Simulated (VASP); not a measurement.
A run of VASP 6.6.1 is set up as follows.

The input INCAR:

```
SYSTEM = BAs
  PREC = Accurate
  ENCUT = 520
  EDIFF = 1E-6
  ISMEAR = 0
  SIGMA = 0.01
  LREAL = .FALSE.
  LASPH = .TRUE.
  NELM = 100
  ALGO = Normal
  ISIF = 2
  LWAVE = .FALSE.
  LCHARG = .FALSE.
  GGA = PE
  NBANDS = 16
```

The input KPOINTS:

```
regular mesh
0
G
  9 9 2
  0 0 0
```

File POSCAR:

```
BAs
1.0
    3.3658574568      0.0000000000      0.0000000000
   -1.6829287284      2.9149180631      0.0000000000
    0.0000000000      0.0000000000      8.7445975206
B As
2 2
Direct
    0.3333333333      0.6666666667      0.2500000000
    0.6666666667      0.3333333333      0.7500000000
    0.6666666667      0.3333333333      0.2500000000
    0.3333333333      0.6666666667      0.7500000000
```

Potentials or basis: VASP PAW PBE potentials, release 64 (B, As).

Launch:

```console
$ cat potpaw_PBE.64/B/POTCAR potpaw_PBE.64/As/POTCAR > POTCAR
$ mpirun -np 1 vasp_std > vasp.out
```

Problem. Predict the band gap on the k mesh.

Solution. 0.72 eV.

Problem. What does it give for the pressure?

Solution. 2.1 GPa.

Stress tensor (GPa, compression positive):
```
2.75 0.00 0.00
0.00 2.75 0.00
0.00 0.00 0.66
```

Caveat: an odd mesh through Γ misses points on the zone boundary, where band edges can lie; this functional lacks dispersion, which binds the layers, so the pressure and a relaxed spacing across them are unreliable.
